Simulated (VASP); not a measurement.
Runs of VASP 6.6.1 on CaB2H2. The structure is trigonal, space group P-3m1 (No. 164). Conventional cell: a = 3.477 Å, b = 3.477 Å, c = 3.979 Å, α = 90.00°, β = 90.00°, γ = 120.00°. Within 2.8 Å of Ca (site symmetry -3m) lie 6 H at 2.10 Å and 6 B at 2.72 Å. B (site symmetry 3m) has 1 H at 1.24 Å within 1.7 Å. H (site symmetry 3m) has 1 B at 1.24 Å within 1.7 Å. 

| level | k mesh | gap on the mesh (eV) | pressure (GPa) | largest force (eV/Å) |
| --- | --- | --- | --- | --- |
| PBEsol | 14 × 14 × 11 | none | -3.3 | 0.14 |
| PBEsol | 6 × 6 × 5 | 0.06 | -3.3 | (a) |
| BLYP+D3(BJ) | 9 × 9 × 7 | 0.33 | -4.8 | (b) |
| PBEsol | 12 × 12 × 9 | none | -3.3 | 0.14 |
| PBEsol | 10 × 10 × 8 | none | -3.3 | 0.14 |

Alike in all rows: task single point; potentials or basis VASP PAW PBE potentials, release 64 (Ca_sv, B, H); no spin polarisation; cell as given; cutoff (eV) 520; smearing fermi-dirac 0.05 eV.

Problem. Estimate the missing entries.

Solution. (a) 0.15; (b) 0.02.

Caveats: the PAW data sets were made with another functional, which shifts forces and pressure a little.

A k mesh can miss the band edges.

A gap of «none» marks levels without a gap at the run's occupations.
